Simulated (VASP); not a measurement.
A run of VASP 6.6.1 is set up as follows.

The input INCAR:

```
PREC = Accurate
ENCUT = 520
EDIFF = 1E-7
ISMEAR = 0
SIGMA = 0.15
LREAL = False
LASPH = True
NELM = 100
ALGO = Normal
ISIF = 2
LWAVE = False
LCHARG = True
GGA = PS
LELF = True
LVHAR = True
NBANDS = 18
```

Contents of KPOINTS:

```
regular mesh
0
Gamma
  12 12 12
```

Contents of POSCAR:

```
BiTe
1.0
    2.4475874625      1.3987509848      3.3354622628
   -2.3978280831      1.3987509848      3.2991216462
    0.0248796897     -2.7975019696      3.3172919545
Bi Te
1 1
Direct
    0.5000000000      0.5000000000      0.5000000000
    0.0000000000      0.0000000000      0.0000000000
```

Potentials or basis: VASP PAW PBE potentials, release 64 (Bi_d, Te).

Run with:

```sh
$ cat potpaw_PBE.64/Bi_d/POTCAR potpaw_PBE.64/Te/POTCAR > POTCAR
$ mpirun -np 1 vasp_std > vasp.out
```

(1) Estimate the pressure.

(2) Estimate the band gap on the k mesh.

Results:

(1) -2.5 GPa.

(2) zero (an odd number of electrons rules out a gap without spin polarisation).

Caveat: the cell differs from its parent crystal (strain +0.0150 x Voigt [0, 0, 0, 0, 1, 0]); the PAW data sets were made with another functional, which shifts forces and pressure a little; spin-orbit coupling is left out, which moves the levels of the heavy elements.
